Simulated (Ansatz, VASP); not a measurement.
**One calculation of SnTe, two programs**

```
Sn Te
1.0
     0.00000    3.18933    3.15744
     3.18933    0.00000    3.15744
     3.18933    3.18933    0.00000
Sn Te
1 1
Direct
  0.00000 0.00000 0.00000
  0.50000 0.50000 0.50000
```

Change from the starting cell: uniaxial_z strain -1.0%.

Alike in both runs: task single point; functional PBE; k mesh 8 × 8 × 8; occupations fermi-dirac, width 0.02 eV; no spin polarisation.

|  | VASP | Ansatz |
| --- | --- | --- |
| version | VASP 6.6.1 | Ansatz 0.2.0 |
| potentials or method | VASP PAW PBE potentials, release 64 (Sn_d, Te) | plane waves, PAW |
| plane-wave cutoff (eV) | 520 | 420 |
| valence electrons in the cell | 20 | 30 |

Ansatz gave:

* pressure (GPa): 1.1
* traceless stress, the component that is largest in VASP (GPa): 0.82

Problem. Which values does VASP return?

Solution. Pressure (GPa): 1.0; traceless stress, the component that is largest in VASP (GPa): 0.82.

VASP's potentials hold 20 valence electrons a cell and Ansatz's 30, so a difference there can come from the potentials and not from the codes.

Neither program's run includes spin-orbit coupling.
